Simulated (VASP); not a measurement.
# C (Fd-3m) in VASP: further runs

The runs below take C through single point, relaxation of cell and atoms, with PBE+D3(BJ).

Everything below comes from runs of VASP 6.6.1. Logs are shortened: lines on timing, memory, paths and dates and some standing lists are left out, and cuts for length are marked.

### 1 The cell of the first run

It takes space group Fd-3m (No. 227, cubic). The conventional cell has a = 3.567 Å, b = 3.567 Å, c = 3.567 Å, α = 90.00°, β = 90.00°, γ = 90.00°. C (site symmetry -43m) has 4 C at 1.54 Å within 2.1 Å.

### 2 Single point, PBE+D3(BJ)

Contents of INCAR:

```
  PREC = Accurate
  ENCUT = 520
  EDIFF = 1E-6
  ISMEAR = 0
  SIGMA = 0.1
  LREAL = False
  LASPH = True
  NELM = 100
  ALGO = Normal
  ISIF = 2
  LWAVE = False
  LCHARG = True
  GGA = PE
  IVDW = 12
  LELF = True
  LVHAR = True
  NBANDS = 11
```

Contents of KPOINTS:

```
Automatic mesh
0
Gamma
  8 8 8
```

Contents of POSCAR:

```
C
1.0
    0.0000000000      1.7833700000      1.7833700000
    1.7833700000      0.0000000000      1.7833700000
    1.7833700000      1.7833700000      0.0000000000
C
2
Direct
    0.0000000000      0.0000000000      0.0000000000
    0.2500000000      0.2500000000      0.2500000000
```

Potentials or basis: VASP PAW PBE potentials, release 64 (C).

Started as:

```sh
$ cat potpaw_PBE.64/C/POTCAR > POTCAR
$ mpirun -np 1 vasp_std > vasp.out
```

OUTCAR:

```text
PREC = Accurate
   ENCUT = 520
   EDIFF = 1E-6
   ISMEAR = 0
   LREAL = False
   LASPH = True
   NELM = 100
   ISIF = 2
   GGA = PE
   IVDW = 12
 IVDW          = 12

 ion  position               nearest neighbor table
   1  0.000  0.000  0.000-   2 1.54   2 1.54   2 1.54   2 1.54
   2  0.250  0.250  0.250-   1 1.54   1 1.54   1 1.54   1 1.54

  LATTYP: Found a face centered cubic cell.
 ALAT       =     3.5667400000

  Lattice vectors:

 A1 = (   0.0000000000,   1.7833700000,   1.7833700000)
 A2 = (   1.7833700000,   0.0000000000,   1.7833700000)
 A3 = (   1.7833700000,   1.7833700000,   0.0000000000)

Analysis of symmetry for initial positions (statically):
=====================================================================
 Subroutine PRICEL returns:
 Original cell was already a primitive cell.

 Routine SETGRP: Setting up the symmetry group for a
 face centered cubic supercell.

 Subroutine GETGRP returns: Found 48 space group operations
 (whereof 24 operations were pure point group operations)
 out of a pool of 48 trial point group operations.

The static configuration has the point symmetry T_d .
 The point group associated with its full space group is O_h .

Analysis of symmetry for dynamics (positions and initial velocities):
=====================================================================
 Subroutine PRICEL returns:
 Original cell was already a primitive cell.

 Routine SETGRP: Setting up the symmetry group for a
 face centered cubic supercell.

 Subroutine GETGRP returns: Found 48 space group operations
 (whereof 24 operations were pure point group operations)
 out of a pool of 48 trial point group operations.

The dynamic configuration has the point symmetry T_d .
 The point group associated with its full space group is O_h .

 Subroutine INISYM returns: Found 48 space group operations
 (whereof 24 operations are pure point group operations),
 and found     1 'primitive' translations

----------------------------------------------------------------------------------------

                                     Primitive cell

  volume of cell :      11.3437

  direct lattice vectors                    reciprocal lattice vectors
     0.000000000  1.783370000  1.783370000    -0.280368067  0.280368067  0.280368067
     1.783370000  0.000000000  1.783370000     0.280368067 -0.280368067  0.280368067
     1.783370000  1.783370000  0.000000000     0.280368067  0.280368067 -0.280368067

  length of vectors
     2.522066041  2.522066041  2.522066041     0.485611737  0.485611737  0.485611737

  position of ions in fractional coordinates (direct lattice)
     0.000000000  0.000000000  0.000000000
     0.250000000  0.250000000  0.250000000

  ion indices of the primitive-cell ions
   primitive index   ion index
                 1           1
                 2           2

----------------------------------------------------------------------------------------

 KPOINTS: Automatic mesh

Automatic generation of k-mesh.
 Grid dimensions read from file:
 generate k-points for:    8    8    8

 Generating k-lattice:

  Cartesian coordinates                     Fractional coordinates (reciprocal lattice)
    -0.035046008  0.035046008  0.035046008     0.125000000  0.000000000  0.000000000
     0.035046008 -0.035046008  0.035046008     0.000000000  0.125000000  0.000000000
     0.035046008  0.035046008 -0.035046008     0.000000000  0.000000000  0.125000000

  Length of vectors
     0.060701467  0.060701467  0.060701467

  Shift w.r.t. Gamma in fractional coordinates (k-lattice)
     0.000000000  0.000000000  0.000000000

 Subroutine IBZKPT returns following result:
 ===========================================

 Found     29 irreducible k-points:

 Following reciprocal coordinates:
            Coordinates               Weight
  0.000000  0.000000  0.000000      1.000000
  0.125000  0.000000  0.000000      8.000000
  0.250000  0.000000  0.000000      8.000000
  0.375000  0.000000  0.000000      8.000000
  0.500000  0.000000  0.000000      4.000000
  0.125000  0.125000  0.000000      6.000000
[... 16 lines left out ...]
  0.500000  0.250000  0.125000     48.000000
 -0.375000  0.250000  0.125000     24.000000
 [... further k-points ...]
   k-points           NKPTS =     29   k-points in BZ     NKDIM =     29   number of bands    NBANDS=     11
   number of dos      NEDOS =    301   number of ions     NIONS =      2
   total plane-waves  NPLWV =   8000
   dimension x,y,z NGX =    20 NGY =   20 NGZ =   20
   dimension x,y,z NGXF=    40 NGYF=   40 NGZF=   40
   ions per type =               2
   NGX,Y,Z   is equivalent  to a cutoff of  13.18, 13.18, 13.18 a.u.
   NGXF,Y,Z  is equivalent  to a cutoff of  26.37, 26.37, 26.37 a.u.
 SYSTEM =  unknown system
   PREC   = accura    normal or accurate (medium, high low for compatibility)
   ISTART =      0    job   : 0-new  1-cont  2-samecut
   ICHARG =      2    charge: 1-file 2-atom 10-const
   ISPIN  =      1    spin polarized calculation?
   LNONCOLLINEAR =      F non collinear calculations
   LSORBIT =      F    spin-orbit coupling
   LASPH  =      T    aspherical Exc in radial PAW
   ENCUT  =  520.0 eV  38.22 Ry    6.18 a.u.   4.69  4.69  4.69*2*pi/ulx,y,z
   NELM   =    100;   NELMIN=  2; NELMDL= -5     # of ELM steps
   EDIFF  = 0.1E-05   stopping-criterion for ELM
   LREAL  =      F    real-space projection
   EDIFFG = 0.1E-04   stopping-criterion for IOM
   NSW    =      0    number of steps for IOM
   IBRION =     -1    ionic relax: 0-MD 1-quasi-New 2-CG
   NFREE  =      0    steps in history (QN), initial steepest desc. (CG)
   ISIF   =      2    stress and relaxation
   ISYM   =      2    0-nonsym 1-usesym 2-fastsym
   POTIM  = 0.5000    time-step for ionic-motion
   TEBEG  =    0.0;   TEEND  =   0.0 temperature during run
   PSTRESS=    0.0 pullay stress
   NELECT =       8.0000    total number of electrons
   NUPDOWN=      -1.0000    fix difference up-down
   EMIN   =  10.00;   EMAX   =-10.00  energy-range for DOS
   EFERMI =   0.00;   METHOD = LEGACY
   ISMEAR =     0;   SIGMA  =   0.10  broadening in eV -4-tet -1-fermi 0-gaus
   EFERMI_NEDOS =   21; number of points for ismear=-14 and -15
   IALGO  =     38    algorithm
   IMIX   =      4    mixing-type and parameters
     AMIX     =   0.40;   BMIX     =  1.00
     AMIX_MAG =   1.60;   BMIX_MAG =  1.00
  volume/ion in A,a.u.               =       5.67        38.28
  Fermi-wavevector in a.u.,A,eV,Ry     =   1.457203  2.753714 28.891161  2.123440
  Thomas-Fermi vector in A             =   2.574032
   LORBIT       =      0    0 simple, 1 ext, 2 COOP (PROOUT), +10 PAW based schemes
   GGA     = PE    functional components
   LHFCALC =     F    Hartree Fock is set to
   AEXX    =    0.0000 exact exchange contribution
   IVDW    =    12    specifies the selected vdW correction
   LEPSILON=     F    determine dielectric tensor
   LRPA    =     F    only Hartree local field effects (RPA)
 non-spin polarized calculation
 Gauss-broadening in eV      SIGMA  =   0.10
  energy-cutoff  :      520.00
  volume of cell :       11.34
 maximum number of plane-waves:       314
   NGX =  9   NGY =  9   NGZ =  9

 number of electron       7.9999999 magnetization

 Free energy of the ion-electron system (eV)
  ---------------------------------------------------
  ext. energy  EPLUGINS =         0.00000000
  ---------------------------------------------------
  free energy    TOTEN  =       -18.18444300 eV

  energy without entropy =      -18.18444300  energy(sigma->0) =      -18.18444300

 E-fermi :  10.1557     XC(G=0): -13.2507

 val. band max:        9.7305078420   @ k =   0.0000   0.0000   0.0000
 cond. band min:      13.8627009166   @ k =   0.3750   0.3750   0.0000
 fundamental gap:      4.1321930746
 Fermi energy:        10.1557033401

 k-point     1 :       0.0000    0.0000    0.0000
  band No.  band energies     occupation
      1     -11.7470      2.00000
      2       9.7305      2.00000
      3       9.7305      2.00000
      4       9.7305      2.00000
      5      15.3202      0.00000
      6      15.3202      0.00000
      7      15.3202      0.00000
      8      23.0624      0.00000
      9      29.0242      0.00000
     10      36.2646      0.00000
     11      36.2646      0.00000

 k-point     2 :       0.1250    0.0000    0.0000
  band No.  band energies     occupation
      1     -11.3147      2.00000
      2       7.3155      2.00000
      3       9.0780      2.00000
      4       9.0780      2.00000
      5      16.1789      0.00000
      6      16.1789      0.00000
      7      16.6060      0.00000
      8      23.4305      0.00000
      9      29.6749      0.00000
     10      33.2092      0.00000
     11      33.2092      0.00000

 k-point     3 :       0.2500    0.0000    0.0000
  band No.  band energies     occupation
      1     -10.0314      2.00000
      2       3.1392      2.00000
      3       7.9847      2.00000
      4       7.9847      2.00000
      5      17.5195      0.00000
      6      17.5195      0.00000
      7      17.8760      0.00000
      8      24.3677      0.00000
      9      30.4432      0.00000
     10      32.1268      0.00000
     11      32.1268      0.00000

 k-point     4 :       0.3750    0.0000    0.0000
  band No.  band energies     occupation
      1      -7.9653      2.00000
      2      -0.9424      2.00000
      3       7.2028      2.00000
      4       7.2028      2.00000
      5      18.1156      0.00000
      6      18.1156      0.00000
      7      18.4280      0.00000
      8      25.1961      0.00000
      9      30.8935      0.00000
     10      33.7362      0.00000
     11      33.7362      0.00000

 k-point     5 :       0.5000    0.0000    0.0000
  band No.  band energies     occupation
      1      -5.9710      2.00000
      2      -3.6418      2.00000
      3       6.9305      2.00000
      4       6.9305      2.00000
      5      18.1897      0.00000
      6      18.1897      0.00000
      7      18.5785      0.00000
      8      25.4284      0.00000
      9      31.6283      0.00000
     10      33.9078      0.00000
     11      35.6715      0.00000
[... 211 lines left out ...]
 k-point    21 :       0.5000    0.5000    0.0000
  band No.  band energies     occupation
      1      -3.0330      2.00000
      2      -3.0330      2.00000
      3       3.4324      2.00000
      4       3.4324      2.00000
      5      14.4887      0.00000
      6      14.4887      0.00000
      7      26.5392      0.00000
      8      26.5392      0.00000
      9      32.9688      0.00000
     10      32.9688      0.00000
     11      42.0956      0.00000

 k-point    22 :       0.3750    0.2500    0.1250
  band No.  band energies     occupation
      1      -8.9058      2.00000
      2       3.2213      2.00000
      3       4.2290      2.00000
      4       6.8433      2.00000
      5      16.3032      0.00000
      6      19.7724      0.00000
      7      21.3065      0.00000
      8      21.4831      0.00000
      9      30.3993      0.00000
     10      31.3191      0.00000
     11      35.4385      0.00000

 k-point    23 :       0.5000    0.2500    0.1250
  band No.  band energies     occupation
      1      -6.8801      2.00000
      2      -0.1149      2.00000
      3       3.4522      2.00000
      4       5.6493      2.00000
      5      17.6975      0.00000
      6      19.3674      0.00000
      7      22.1254      0.00000
      8      23.0775      0.00000
      9      29.9163      0.00000
     10      32.0499      0.00000
     11      35.8811      0.00000

 k-point    24 :      -0.3750    0.2500    0.1250
  band No.  band energies     occupation
      1      -4.9598      2.00000
      2      -2.6324      2.00000
      3       3.4177      2.00000
      4       5.0427      2.00000
      5      18.0295      0.00000
      6      19.1792      0.00000
      7      22.7838      0.00000
      8      24.5984      0.00000
      9      28.0564      0.00000
     10      33.6477      0.00000
     11      36.0671      0.00000

 [... further k-points ...]

------------------------ aborting loop because EDIFF is reached ----------------------------------------

 Edisp (eV)   -0.38260

 E8    (eV) :    -0.1102

  FORCE on cell =-STRESS in cart. coord.  units (eV):
  Direction    XX          YY          ZZ          XY          YZ          ZX
  --------------------------------------------------------------------------------------
  -------------------------------------------------------------------------------------
  Total      -0.20685    -0.20685    -0.20685    -0.00000     0.00000    -0.00000
  in kB     -29.21536   -29.21536   -29.21536    -0.00000     0.00000    -0.00000
  external pressure =      -29.22 kB  Pullay stress =        0.00 kB

 VOLUME and BASIS-vectors are now :
 -----------------------------------------------------------------------------
  energy-cutoff  :      520.00
  volume of cell :       11.34
      direct lattice vectors                 reciprocal lattice vectors
     0.000000000  1.783370000  1.783370000    -0.280368067  0.280368067  0.280368067
     1.783370000  0.000000000  1.783370000     0.280368067 -0.280368067  0.280368067
     1.783370000  1.783370000  0.000000000     0.280368067  0.280368067 -0.280368067

 POSITION                                       TOTAL-FORCE (eV/Angst)
 -----------------------------------------------------------------------------------
      0.00000      0.00000      0.00000         0.000000      0.000000      0.000000
      0.89168      0.89168      0.89168        -0.000000     -0.000000     -0.000000
 -----------------------------------------------------------------------------------
    total drift:                                0.000000      0.000000      0.000000

  FREE ENERGIE OF THE ION-ELECTRON SYSTEM (eV)
  ---------------------------------------------------
  free  energy   TOTEN  =       -18.5670434460 eV

  energy  without entropy=      -18.5670434460  energy(sigma->0) =      -18.56704345
```

It took 8 s on 1 thread of Intel Xeon Platinum 8259CL at 2.50GHz (Skylake/Cascade Lake), shared host; peak memory 0.13 GiB.

What came out:

```
Free energy                : -18.5670 eV
Pressure                   : -2.9 GPa
Band gap on the k mesh     : 4.13 eV, indirect (least direct gap 5.59 eV)
Dispersion energy per atom : -0.191 eV
```

(Continued in part 2 of 2.)
